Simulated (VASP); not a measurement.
Input of a VASP 6.6.1 run:

INCAR

```
SYSTEM = CdW3
PREC = Accurate ; ENCUT = 520
EDIFF = 1E-7 ; ISMEAR = 0
SIGMA = 0.1 ; LREAL = .False.
LASPH = .True. ; NELM = 100
ALGO = Fast ; ISIF = 2
LWAVE = .False. ; LCHARG = .False.
GGA = PE ; NBANDS = 35
```

The input KPOINTS:

```
regular mesh
0
Gamma
  12 12 12
  0 0 0
```

POSCAR

```
CdW3
1.0
    4.0555410724      0.0000000000      0.0000000000
    0.0000000000      4.0555410724      0.0000000000
    0.0000000000      0.0000000000      4.0555410724
Cd W
1 3
Direct
    0.0000000000      0.0000000000      0.0000000000
    0.0000000000      0.5000000000      0.5000000000
    0.5000000000      0.0000000000      0.5000000000
    0.5000000000      0.5000000000      0.0000000000
```

Potentials or basis: VASP PAW PBE potentials, release 64 (Cd, W_sv).

Run with:

```console
$ cat potpaw_PBE.64/Cd/POTCAR potpaw_PBE.64/W_sv/POTCAR > POTCAR
$ mpirun -np 1 vasp_std > vasp.out
```

Q: Predict the band gap on the k mesh.

A: Zero (bands 27 and 28 overlap by 2.06 eV).

Q: Predict the pressure.

A: 0.8 GPa.

Caveat: spin-orbit coupling is left out, which moves the levels of the heavy elements.
